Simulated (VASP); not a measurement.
**P: single point with PBE+D3(BJ)**

The system is P, a slab with vacuum.

```
P
1.0
     3.29619    0.00000    0.00000
     0.00000    4.43916    0.00000
     0.00000    0.00000   21.74620
P
8
Direct
  0.50000 0.91750 0.20693
  0.00000 0.58250 0.20693
  0.50000 0.08250 0.30456
  0.00000 0.41750 0.30456
  0.50000 0.08250 0.46459
  0.00000 0.74751 0.46459
  0.50000 0.24751 0.56222
  0.00000 0.58250 0.56222
```

```
Program             : VASP 6.6.1
Task                : single point
Functional          : PBE
Dispersion          : D3(BJ)
Potentials or basis : VASP PAW PBE potentials, release 64 (P)
Cutoff              : 520 eV
k mesh              : 8 × 6 × 1
Occupations         : gaussian, width 0.05 eV
Spin                : no spin polarisation
```

```yaml
Largest_force: 0.096 eV/Å
Band_gap_on_the_k_mesh: 0.47 eV
Dispersion_energy_per_atom: -0.292 eV
```

Forces in eV/Å, atoms in the order of the input:
```
P    0.000 -0.066  0.015
P    0.000  0.033  0.004
P    0.000 -0.025  0.063
P    0.000  0.016  0.094
P    0.000  0.025 -0.063
P    0.000 -0.016 -0.094
P    0.000  0.066 -0.015
P    0.000 -0.033 -0.004
```

Levels at points of the mesh, in eV from the valence-band top:
| k point | band 18 | band 19 | band 20 | band 21 | band 22 | band 23 |
| --- | --- | --- | --- | --- | --- | --- |
| (0.00, 0.00, 0.00) | -1.77 | -0.39 | 0.00 | 0.47 | 1.13 | 1.36 |
| (0.50, 0.00, 0.00) | -2.34 | -1.95 | -1.83 | 1.01 | 1.03 | 1.26 |
| (0.00, 0.50, 0.00) | -1.18 | -1.13 | -1.03 | 1.82 | 1.96 | 1.99 |
| (0.50, 0.50, 0.00) | -1.75 | -1.17 | -1.13 | 1.86 | 2.25 | 2.35 |

Wall time 2.7 min on 1 thread of Intel(R) Xeon(R) 6975P-C (Granite Rapids), with other jobs on the host, peak memory 0.44 GiB.
